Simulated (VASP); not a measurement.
# Ge3Te2S (P1) in VASP: single point with PBE

Aim: the single point of Ge3Te2S with PBE.

Everything below comes from runs of VASP 6.6.1. Logs are shortened: lines on timing, memory, paths and dates and some standing lists are left out, and cuts for length are marked.

**1. The cell of the first run**

The typed cell holds 12 atoms: a = 6.018 Å, b = 6.068 Å, c = 10.736 Å, α = 74.24°, β = 79.87°, γ = 70.59°.

**2. Single point, PBE**

File INCAR:

```
SYSTEM = Ge3Te2S
ALGO = Normal
EDIFF = 1E-6
ENCUT = 500
GGA = PE
GGA_COMPAT = .FALSE.
ISIF = 2
ISMEAR = 0
LASPH = .TRUE.
LCHARG = .FALSE.
LREAL = .FALSE.
LWAVE = .FALSE.
NBANDS = 72
NELM = 120
PREC = Accurate
SIGMA = 0.1
```

File KPOINTS:

```
k-points
0
G
  4 4 2
  0 0 0
```

File POSCAR:

```
Ge3Te2S
1.0
    6.0178549799      0.0000000000      0.0000000000
    2.0168534369      5.7227365825      0.0000000000
    1.8883587434      2.4260189484     10.2862717571
Ge Te S
6 4 2
Direct
    0.0840130387      0.5600342011      0.9882048950
    0.9311400700      0.5158345465      0.4984366958
    0.1301027105      0.9143153592      0.2682824514
    0.1987749958      0.9207515844      0.7434475045
    0.5444082684      0.1786670354      0.4445458300
    0.5150497842      0.0786379519      0.9472301809
    0.2018610505      0.3497980257      0.2451890776
    0.3871492749      0.3075306150      0.6888872777
    0.5895934874      0.6349583998      0.3239605366
    0.5338779987      0.6341265327      0.9044017065
    0.9514751816      0.9038444641      0.4932900263
    0.9325541392      0.0015012842      0.9541238177
```

Potentials or basis: VASP PAW PBE potentials, release 64 (Ge_d, Te, S).

Run with:

```bash
$ cat potpaw_PBE.64/Ge_d/POTCAR potpaw_PBE.64/Te/POTCAR potpaw_PBE.64/S/POTCAR > POTCAR
$ mpirun -np 1 vasp_std > vasp.out
```

OUTCAR:

```text
SYSTEM = Ge3Te2S
   EDIFF = 1E-6
   ENCUT = 500
   GGA = PE
   ISIF = 2
   ISMEAR = 0
   LASPH = .TRUE.
   LREAL = .FALSE.
   NELM = 120
   PREC = Accurate

 ion  position               nearest neighbor table
   1  0.084  0.560  0.988-  12 2.47   7 2.81  10 2.84
   2  0.931  0.516  0.498-  11 2.38   9 2.81   7 3.15
   3  0.130  0.914  0.268-  11 2.46   7 2.76   9 2.79
   4  0.199  0.921  0.743-  12 2.59  10 2.71   8 2.82
   5  0.544  0.179  0.445-  11 2.51   9 2.80   8 2.85   7 2.97
   6  0.515  0.079  0.947-  12 2.41  10 2.82   8 2.86
   7  0.202  0.350  0.245-   3 2.76   1 2.81   5 2.97   2 3.15   9 3.57   9 3.65
   8  0.387  0.308  0.689-   4 2.82   5 2.85   6 2.86
   9  0.590  0.635  0.324-   3 2.79   5 2.80   2 2.81   7 3.57   7 3.65
  10  0.534  0.634  0.904-   4 2.71   6 2.82   1 2.84
  11  0.951  0.904  0.493-   2 2.38   3 2.46   5 2.51
  12  0.933  0.002  0.954-   6 2.41   1 2.47   4 2.59

  LATTYP: Found a triclinic cell.
 ALAT       =     6.0677353089
 B/A-ratio  =     0.9917794158
 C/A-ratio  =     1.7803048280
 COS(alpha) =     0.0118949931
 COS(beta)  =     0.2917849840
 COS(gamma) =     0.3323898183

  Lattice vectors:

 A1 = (   2.0168534369,   5.7227365825,   0.0000000000)
 A2 = (   6.0178549799,   0.0000000000,   0.0000000000)
 A3 = (   0.1284946935,   3.2967176341, -10.2862717571)

Analysis of symmetry for initial positions (statically):
=====================================================================
 Subroutine PRICEL returns:
 Original cell was already a primitive cell.

 Routine SETGRP: Setting up the symmetry group for a
 triclinic supercell.

 Subroutine GETGRP returns: Found  1 space group operations
 (whereof  1 operations were pure point group operations)
 out of a pool of  2 trial point group operations.

The static configuration has the point symmetry C_1 .

Analysis of symmetry for dynamics (positions and initial velocities):
=====================================================================
 Subroutine PRICEL returns:
 Original cell was already a primitive cell.

 Routine SETGRP: Setting up the symmetry group for a
 triclinic supercell.

 Subroutine GETGRP returns: Found  1 space group operations
 (whereof  1 operations were pure point group operations)
 out of a pool of  2 trial point group operations.

The dynamic configuration has the point symmetry C_1 .

 Subroutine INISYM returns: Found  1 space group operations
 (whereof  1 operations are pure point group operations),
 and found     1 'primitive' translations

----------------------------------------------------------------------------------------

                                     Primitive cell

  volume of cell :     354.2448

  direct lattice vectors                    reciprocal lattice vectors
     6.017854980  0.000000000  0.000000000     0.166172167 -0.058563748 -0.016693697
     2.016853437  5.722736582  0.000000000     0.000000000  0.174741574 -0.041212830
     1.888358743  2.426018948 10.286271757     0.000000000  0.000000000  0.097216953

  length of vectors
     6.017854980  6.067735309 10.735867610     0.176979041  0.179535833  0.097216953

  position of ions in fractional coordinates (direct lattice)
     0.084013039  0.560034201  0.988204895
     0.931140070  0.515834547  0.498436696
     0.130102710  0.914315359  0.268282451
     0.198774996  0.920751584  0.743447504
     0.544408268  0.178667035  0.444545830
     0.515049784  0.078637952  0.947230181
     0.201861050  0.349798026  0.245189078
     0.387149275  0.307530615  0.688887278
     0.589593487  0.634958400  0.323960537
     0.533877999  0.634126533  0.904401707
     0.951475182  0.903844464  0.493290026
     0.932554139  0.001501284  0.954123818

  ion indices of the primitive-cell ions
   primitive index   ion index
                 1           1
                 2           2
                 3           3
                 4           4
                 5           5
                 6           6
                 7           7
                 8           8
                 9           9
                10          10
                11          11
                12          12

----------------------------------------------------------------------------------------

 KPOINTS: k-points

Automatic generation of k-mesh.
 Grid dimensions read from file:
 generate k-points for:    4    4    2

 Generating k-lattice:

  Cartesian coordinates                     Fractional coordinates (reciprocal lattice)
     0.041543042 -0.014640937 -0.004173424     0.250000000  0.000000000 -0.000000000
     0.000000000  0.043685394 -0.010303208     0.000000000  0.250000000 -0.000000000
     0.000000000  0.000000000  0.048608477     0.000000000  0.000000000  0.500000000

  Length of vectors
     0.044244760  0.044883958  0.048608477

  Shift w.r.t. Gamma in fractional coordinates (k-lattice)
     0.000000000  0.000000000  0.000000000

 Subroutine IBZKPT returns following result:
 ===========================================

 Found     20 irreducible k-points:

 Following reciprocal coordinates:
            Coordinates               Weight
  0.000000  0.000000  0.000000      1.000000
  0.250000 -0.000000  0.000000      2.000000
  0.500000 -0.000000  0.000000      1.000000
  0.000000  0.250000 -0.000000      2.000000
  0.250000  0.250000 -0.000000      2.000000
  0.500000  0.250000 -0.000000      2.000000
[... 12 lines left out ...]
  0.250000  0.500000  0.500000      2.000000
  0.500000  0.500000  0.500000      1.000000
   k-points           NKPTS =     20   k-points in BZ     NKDIM =     20   number of bands    NBANDS=     72
   number of dos      NEDOS =    301   number of ions     NIONS =     12
   total plane-waves  NPLWV = 184320
   dimension x,y,z NGX =    48 NGY =   48 NGZ =   80
   dimension x,y,z NGXF=    96 NGYF=   96 NGZF=  160
   ions per type =               6   4   2
   NGX,Y,Z   is equivalent  to a cutoff of  13.26, 13.15, 12.39 a.u.
   NGXF,Y,Z  is equivalent  to a cutoff of  26.52, 26.30, 24.78 a.u.
 SYSTEM =  Ge3Te2S
   PREC   = accura    normal or accurate (medium, high low for compatibility)
   ISTART =      0    job   : 0-new  1-cont  2-samecut
   ICHARG =      2    charge: 1-file 2-atom 10-const
   ISPIN  =      1    spin polarized calculation?
   LNONCOLLINEAR =      F non collinear calculations
   LSORBIT =      F    spin-orbit coupling
   LASPH  =      T    aspherical Exc in radial PAW
   ENCUT  =  500.0 eV  36.75 Ry    6.06 a.u.  10.97 11.06 19.57*2*pi/ulx,y,z
   NELM   =    120;   NELMIN=  2; NELMDL= -5     # of ELM steps
   EDIFF  = 0.1E-05   stopping-criterion for ELM
   LREAL  =      F    real-space projection
   EDIFFG = 0.1E-04   stopping-criterion for IOM
   NSW    =      0    number of steps for IOM
   IBRION =     -1    ionic relax: 0-MD 1-quasi-New 2-CG
   NFREE  =      0    steps in history (QN), initial steepest desc. (CG)
   ISIF   =      2    stress and relaxation
   ISYM   =      2    0-nonsym 1-usesym 2-fastsym
   POTIM  = 0.5000    time-step for ionic-motion
   TEBEG  =    0.0;   TEEND  =   0.0 temperature during run
   PSTRESS=    0.0 pullay stress
   NELECT =     120.0000    total number of electrons
   NUPDOWN=      -1.0000    fix difference up-down
   EMIN   =  10.00;   EMAX   =-10.00  energy-range for DOS
   EFERMI =   0.00;   METHOD = LEGACY
   ISMEAR =     0;   SIGMA  =   0.10  broadening in eV -4-tet -1-fermi 0-gaus
   EFERMI_NEDOS =   21; number of points for ismear=-14 and -15
   IALGO  =     38    algorithm
   IMIX   =      4    mixing-type and parameters
     AMIX     =   0.40;   BMIX     =  1.00
     AMIX_MAG =   1.60;   BMIX_MAG =  1.00
  volume/ion in A,a.u.               =      29.52       199.21
  Fermi-wavevector in a.u.,A,eV,Ry     =   1.141215  2.156583 17.719839  1.302371
  Thomas-Fermi vector in A             =   2.277915
   LORBIT       =      0    0 simple, 1 ext, 2 COOP (PROOUT), +10 PAW based schemes
   GGA     = PE    functional components
   LHFCALC =     F    Hartree Fock is set to
   AEXX    =    0.0000 exact exchange contribution
   IVDW    =     0    specifies the selected vdW correction
   LEPSILON=     F    determine dielectric tensor
   LRPA    =     F    only Hartree local field effects (RPA)
 non-spin polarized calculation
 Gauss-broadening in eV      SIGMA  =   0.10
  energy-cutoff  :      500.00
  volume of cell :      354.24
 maximum number of plane-waves:      9022
 NGX is ok and might be reduce to    48
   NGX = 21   NGY = 23   NGZ = 39

 number of electron     120.0000014 magnetization

 Free energy of the ion-electron system (eV)
  ---------------------------------------------------
  ext. energy  EPLUGINS =         0.00000000
  ---------------------------------------------------
  free energy    TOTEN  =       -47.48373626 eV

  energy without entropy =      -47.48372757  energy(sigma->0) =      -47.48373191

 E-fermi :   4.2033     XC(G=0):  -8.9242

 val. band max:        3.9496875046   @ k =   0.5000   0.5000  -0.0000
 cond. band min:       4.4497671460   @ k =   0.0000   0.5000   0.5000
 fundamental gap:      0.5000796414
 Fermi energy:         4.2032533215

 k-point     1 :       0.0000    0.0000    0.0000
  band No.  band energies     occupation
      1     -20.9129      2.00000
      2     -20.8953      2.00000
      3     -20.8815      2.00000
      4     -20.8547      2.00000
      5     -20.8359      2.00000
      6     -20.7311      2.00000
[... 64 lines left out ...]
     71       7.7355      0.00000
     72       7.9706      0.00000

 k-point     2 :       0.2500   -0.0000    0.0000
  band No.  band energies     occupation
      1     -20.9129      2.00000
      2     -20.8953      2.00000
      3     -20.8815      2.00000
      4     -20.8547      2.00000
      5     -20.8359      2.00000
      6     -20.7310      2.00000
[... 1342 lines left out ...]
 k-point    20 :       0.5000    0.5000    0.5000
  band No.  band energies     occupation
      1     -20.9129      2.00000
      2     -20.8953      2.00000
      3     -20.8815      2.00000
      4     -20.8546      2.00000
      5     -20.8359      2.00000
      6     -20.7309      2.00000
[... 64 lines left out ...]
     71       6.7867      0.00000
     72       7.2041      0.00000

------------------------ aborting loop because EDIFF is reached ----------------------------------------

  FORCE on cell =-STRESS in cart. coord.  units (eV):
  Direction    XX          YY          ZZ          XY          YZ          ZX
  --------------------------------------------------------------------------------------
  -------------------------------------------------------------------------------------
  Total        2.7082575      0.0255414     -0.6141348      0.4389633     -0.6733955      0.9058634
  in kB       12.2488994      0.1155186     -2.7776071      1.9853420     -3.0456313      4.0970363
  external PRESSURE =       3.1956037 kB  Pullay stress =       0.0000000 kB

 VOLUME and BASIS-vectors are now :
 -----------------------------------------------------------------------------
  energy-cutoff  :      500.00
  volume of cell :      354.24
      direct lattice vectors                 reciprocal lattice vectors
     6.017854980  0.000000000  0.000000000     0.166172167 -0.058563748 -0.016693697
     2.016853437  5.722736582  0.000000000     0.000000000  0.174741574 -0.041212830
     1.888358743  2.426018948 10.286271757     0.000000000  0.000000000  0.097216953

 POSITION                                       TOTAL-FORCE (eV/Angst)
 -----------------------------------------------------------------------------------
      3.50117      5.60233     10.16494         0.070468      0.108157     -0.054459
      7.58506      4.16120      5.12706        -0.044587     -0.164069     -0.018704
      3.13359      5.88324      2.75963        -0.064603      0.052623      0.153386
      4.45712      7.07284      7.64730        -0.293999      0.308128     -0.059844
      4.47598      2.10094      4.57272        -0.061350     -0.006831      0.001668
      5.04681      2.74802      9.74347        -0.000179     -0.034174      0.017183
      2.38327      2.59664      2.52208         0.052764      0.170571      0.101673
      4.25092      3.43117      7.08608         0.057495      0.022340      0.213703
      5.44046      4.41963      3.33235         0.016944      0.101409     -0.093399
      6.19958      5.82303      9.30292         0.307657     -0.147243      0.155229
      8.48027      6.36919      5.07412         0.020988     -0.109649     -0.222250
      7.41673      2.32331      9.81438        -0.061597     -0.301263     -0.194186
 -----------------------------------------------------------------------------------
    total drift:                                0.002307     -0.000670      0.000137

  FREE ENERGIE OF THE ION-ELECTRON SYSTEM (eV)
  ---------------------------------------------------
  free  energy   TOTEN  =       -47.4837362578 eV

  energy  without entropy=      -47.4837275718  energy(sigma->0) =      -47.48373191
```

It took 22 min on 1 thread of Intel Xeon 8259CL, shared host; peak memory 0.67 GiB.

What came out:

```yaml
Free_energy: -47.4837 eV
Pressure: 0.3 GPa
Largest_force: 0.430 eV/Å
Band_gap_on_the_k_mesh: 0.50 eV (least direct gap 0.71 eV)
```

Forces on the atoms (eV/Å):
```
Ge   0.070  0.108 -0.054
Ge  -0.045 -0.164 -0.019
Ge  -0.065  0.053  0.153
Ge  -0.294  0.308 -0.060
Ge  -0.061 -0.007  0.002
Ge   0.000 -0.034  0.017
Te   0.053  0.171  0.102
Te   0.057  0.022  0.214
Te   0.017  0.101 -0.093
Te   0.308 -0.147  0.155
S    0.021 -0.110 -0.222
S   -0.062 -0.301 -0.194
```

Caveat: spin-orbit coupling is left out, which moves the levels of the heavy elements.
